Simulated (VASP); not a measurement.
**Li: single point with LDA**

The system is Li.

```xyz
16
Lattice="7.0944 0.0000 0.0000 0.0000 7.0944 0.0000 0.0000 0.0000 7.0944" Properties=species:S:1:pos:R:3 pbc="T T T"
Li    0.8445    2.2262   -0.9153
Li    2.2965   -0.3010   -0.3355
Li   -0.7132    3.9281   -0.6722
Li    1.3180   -1.3615    2.6271
Li    0.6764    1.8079    1.3902
Li    2.5205    2.4651    2.8470
Li    5.5750    1.4501    4.7996
Li    4.8652    0.6634    0.7150
Li   -0.4139    3.6021    3.7592
Li    1.3680    4.1636    0.9692
Li    2.6417    0.6351    4.0804
Li    4.6676    6.3261    3.3999
Li    4.5082    4.0013    2.2034
Li    3.2928    2.5090    7.1144
Li    1.9961    4.2952    4.6239
Li    7.1232    6.1558    5.9605
```

* Program: VASP 6.6.1
* Task: single point
* Functional: LDA
* Potentials or basis: VASP PAW LDA potentials, release 64 (Li_sv)
* Cutoff: 520 eV
* k mesh: 2 × 2 × 2
* Occupations: fermi-dirac, width 0.16 eV
* Spin: no spin polarisation

```yaml
Largest_force: 1.129 eV/Å
Band_gap_on_the_k_mesh: zero (band 24 reaches 0.43 eV, above the bottom of band 25 at -0.06 eV)
```

Forces on the atoms (eV/Å):
```
Li   0.307 -0.604 -0.903
Li   0.425 -0.095  0.269
Li  -0.931 -0.024  0.438
Li  -0.255  0.716  0.139
Li  -0.667 -0.728  0.492
Li   0.232  0.395 -0.213
Li  -0.200  0.002  0.083
Li   0.398 -0.176  0.213
Li   0.234  0.064 -0.367
Li   0.145  0.197 -0.340
Li  -0.332 -0.325  0.673
Li   0.224 -0.204  0.096
Li   0.044 -0.087 -0.367
Li   0.134  0.278 -0.453
Li   0.441  0.093  0.578
Li  -0.200  0.498 -0.338
```

Levels at points of the mesh, in eV from the Fermi level:
| k point | band 20 | band 21 | band 22 | band 23 | band 24 | band 25 | band 26 | band 27 |
| --- | --- | --- | --- | --- | --- | --- | --- | --- |
| (0.00, 0.00, 0.00) | -1.09 | -0.91 | -0.84 | -0.62 | 0.26 | 0.55 | 0.65 | 0.85 |
| (0.50, 0.00, 0.00) | -0.76 | -0.61 | -0.49 | -0.43 | -0.33 | -0.10 | -0.03 | 0.72 |
| (0.00, 0.50, 0.00) | -0.72 | -0.61 | -0.55 | -0.37 | -0.36 | -0.18 | -0.01 | 1.04 |
| (0.00, 0.00, 0.50) | -0.70 | -0.59 | -0.48 | -0.41 | -0.33 | -0.24 | 0.04 | 1.01 |
| (0.50, 0.50, 0.00) | -1.80 | -0.46 | -0.43 | -0.17 | 0.06 | 0.08 | 0.33 | 0.85 |
| (0.00, 0.50, 0.50) | -1.95 | -0.39 | -0.21 | -0.14 | 0.09 | 0.17 | 0.50 | 0.60 |
| (0.50, 0.00, 0.50) | -1.89 | -0.42 | -0.21 | -0.11 | 0.05 | 0.16 | 0.35 | 0.42 |
| (0.50, 0.50, 0.50) | -1.57 | -1.47 | -1.44 | -1.22 | -1.06 | 1.40 | 1.50 | 1.86 |

It took 99 s on 1 thread of Intel(R) Xeon(R) Platinum 8488C (Sapphire Rapids), with other jobs on the host, peak memory 0.3 GiB.

Caveat: the k points lie up to 0.44 Å⁻¹ apart; forces of over 1 eV/Å act on the atoms, so gaps and moduli don't describe the material at rest.
